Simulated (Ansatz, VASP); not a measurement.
# Two plane-wave programs on SiC

File POSCAR:

```
SiC
1.0
    3.0759982064      0.0000000000      0.0000000000
   -1.5379991032      2.6638925888      0.0000000000
    0.0000000000      0.0000000000      5.0480000000
Si C
2 2
Direct
    0.2770247567      0.5540495134      0.0000000000
    0.7229752433      0.4459504866      0.5000000000
    0.3839969918      0.7679939836      0.3850000000
    0.6160030082      0.2320060164      0.8850000000
```

File INCAR.step1:

```
SYSTEM = SiC
PREC     = Accurate       ! precision mode
ENCUT    = 520            ! plane-wave cutoff, eV
ISMEAR   = 0              ! smearing method
SIGMA    = 0.05           ! smearing width, eV
LREAL    = .FALSE.        ! projectors in reciprocal space
LASPH    = .TRUE.         ! aspherical terms in the spheres
NELM     = 100            ! most SCF steps
NBANDS   = 16             ! bands
GGA      = PE             ! functional
ALGO     = Normal         ! electronic algorithm
EDIFF    = 1E-4           ! SCF threshold, eV
LWAVE    = .TRUE.         ! write WAVECAR
LCHARG   = .FALSE.        ! write CHGCAR
```

INCAR.step2

```
SYSTEM = SiC
PREC     = Accurate       ! precision mode
ENCUT    = 520            ! plane-wave cutoff, eV
EDIFF    = 1E-7           ! SCF threshold, eV
ISMEAR   = 0              ! smearing method
SIGMA    = 0.05           ! smearing width, eV
LREAL    = .FALSE.        ! projectors in reciprocal space
LASPH    = .TRUE.         ! aspherical terms in the spheres
NELM     = 100            ! most SCF steps
ALGO     = Normal         ! electronic algorithm
ISIF     = 2              ! what is computed and relaxed
LWAVE    = .FALSE.        ! write WAVECAR
LCHARG   = .TRUE.         ! write CHGCAR
METAGGA  = R2SCAN         ! meta-GGA
LMIXTAU  = .TRUE.       
LELF     = .TRUE.         ! ELF
LVHAR    = .TRUE.       
NBANDS   = 16             ! bands
ISTART   = 1
```

Contents of KPOINTS:

```
regular mesh
0
G
  12 12 6
  0 0 0
```

Input for Ansatz:

```yaml
crystal:
  lattice:
    - [3.0759982064, 0.0, 0.0]
    - [-1.5379991032, 2.6638925888, 0.0]
    - [0.0, 0.0, 5.048]
  atoms:
    - { symbol: Si, position: [0.2770247567, 0.5540495134, 0.0] }
    - { symbol: Si, position: [0.7229752433, 0.4459504866, 0.5] }
    - { symbol: C, position: [0.3839969918, 0.7679939836, 0.385] }
    - { symbol: C, position: [0.6160030082, 0.2320060164, 0.885] }
basis:
  ecutwfc: 500
kpoints:
  mp_grid: { grid: [12, 12, 6] }
hamiltonian:
  xc: r2scan
scf:
  occupations: { method: gaussian, width: 0.05 }
output:
  forces: true
  stress: true
  eigenvalues: true
  write_density: true
  write_potential: true
  elf: true
  volumetric_format: npy
```

Change from the starting cell: mode 4 (274.0 1/cm) frozen in, largest displacement -0.300 Å.

Alike in both runs: task single point; functional r2SCAN; k mesh 12 × 12 × 6; occupations gaussian, width 0.05 eV; no spin polarisation.

```csv
,VASP,Ansatz
version,VASP 6.6.1,Ansatz 0.2.0
potentials or method,"VASP PAW PBE potentials, release 64 (Si, C), cutoff 520 eV","scalar-relativistic, plane waves, PAW"
valence electrons in the cell,16,16
```

Ansatz gave:

- gap on the k mesh at the Fermi level (eV): 1.72
- least direct gap on the mesh (eV): 4.08
- pressure (GPa): -1.1
- traceless stress, the component that is largest in VASP (GPa): -1.79
- rms of the force components (eV/Å): 1.005

Question: What did VASP give for the same quantities?

Answer: gap on the k mesh at the Fermi level (eV): 1.72; least direct gap on the mesh (eV): 4.09; pressure (GPa): -1.3; traceless stress, the component that is largest in VASP (GPa): -1.74; rms of the force components (eV/Å): 1.006.

VASP's potentials were made for PBE, not for r2SCAN. Atom by atom the forces differ by 0.005 eV/Å (rms over components).
